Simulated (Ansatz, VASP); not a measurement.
**MnO in VASP and in Ansatz**

The input INCAR:

```
PREC     = Accurate       # precision mode
ENCUT    = 520            # plane-wave cutoff, eV
EDIFF    = 1E-6           # SCF threshold, eV
ISMEAR   = -1             # smearing method
SIGMA    = 0.05           # smearing width, eV
LREAL    = F              # projectors in reciprocal space
LASPH    = T              # aspherical terms in the spheres
NELM     = 150            # most SCF steps
ALGO     = Normal         # electronic algorithm
ISIF     = 2              # what is computed and relaxed
LWAVE    = F              # write WAVECAR
LCHARG   = F              # write CHGCAR
ISPIN    = 2              # spin polarisation
MAGMOM   = 4 0            # initial moments
LORBIT   = 11             # projections on sites
LMAXMIX  = 4              # l up to which the mixer works
GGA      = PE             # functional
NBANDS   = 20             # bands
```

KPOINTS

```
regular mesh
0
Gamma
  14 14 14
```

The input POSCAR:

```
MnO
1.0
    0.0000000000      2.1995540209      2.1995540209
    2.1995540209      0.0000000000      2.1995540209
    2.1995540209      2.1995540209      0.0000000000
Mn O
1 1
Direct
    0.0000000000      0.0000000000      0.0000000000
    0.5000000000      0.5000000000      0.5000000000
```

Input for Ansatz:

```yaml
crystal:
  lattice:
    - [0.0, 2.1995540209, 2.1995540209]
    - [2.1995540209, 0.0, 2.1995540209]
    - [2.1995540209, 2.1995540209, 0.0]
  atoms:
    - { symbol: Mn, position: [0.0, 0.0, 0.0], spin: 4.0 }
    - { symbol: O, position: [0.5, 0.5, 0.5] }
magnetization:
  spin_polarized: true
kpoints:
  mp_grid: { grid: [14, 14, 14] }
scf:
  occupations: { method: fermi_dirac, width: 0.05 }
hamiltonian:
  xc: pbe
  pseudopotentials: { kind: all_electron, lapw: { basis_error: 0.001 } }
output:
  forces: true
  stress: true
  eigenvalues: true
```

Change from the starting cell: volume scaled by 0.97.

Alike in both runs: task single point; functional PBE; k mesh 14 × 14 × 14; occupations fermi-dirac, width 0.05 eV; collinear spin.

```csv
,VASP,Ansatz
version,VASP 6.6.1,Ansatz 0.2.0
potentials or method,"VASP PAW PBE potentials, release 64 (Mn_pv, O), cutoff 520 eV","all-electron LAPW, scalar-relativistic"
```

```tsv
	VASP	Ansatz	Ansatz less VASP
pressure (GPa)	3.5	3.3	-0.22
net moment per atom (μB)	2.34	2.34	0.000
size of the moment on the site where the two differ most (μB)	0.20	0.23	+0.030
```

Site moments also hang on the region over which each program counts them. Ansatz ran all-electron here, and VASP with PAW potentials.
